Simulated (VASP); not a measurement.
Here is a VASP 6.6.1 calculation.

File INCAR:

```
SYSTEM = B
ALGO     = Normal         ! electronic algorithm
EDIFF    = 1E-7           ! SCF threshold, eV
ENCUT    = 520            ! plane-wave cutoff, eV
ISIF     = 2              ! what is computed and relaxed
ISMEAR   = -1             ! smearing method
LASPH    = .TRUE.         ! aspherical terms in the spheres
LCHARG   = .FALSE.        ! write CHGCAR
LREAL    = .FALSE.        ! projectors in reciprocal space
LWAVE    = .FALSE.        ! write WAVECAR
NBANDS   = 8              ! bands
NELM     = 80             ! most SCF steps
PREC     = Accurate       ! precision mode
SIGMA    = 0.1            ! smearing width, eV
```

File KPOINTS:

```
k-points
0
G
  21 21 21
  0 0 0
```

File POSCAR:

```
B
1.0
    0.0000000000      1.4720850775      1.4720850775
    1.4720850775      0.0000000000      1.4720850775
    1.4720850775      1.4720850775      0.0000000000
B
1
Direct
    0.0000000000      0.0000000000      0.0000000000
```

Potentials or basis: VASP PAW LDA potentials, release 64 (B).

Launch:

```bash
$ cat potpaw_LDA.64/B/POTCAR > POTCAR
$ mpirun -np 1 vasp_std > vasp.out
```

Task: What does it give for the pressure?

Result: -26.2 GPa.
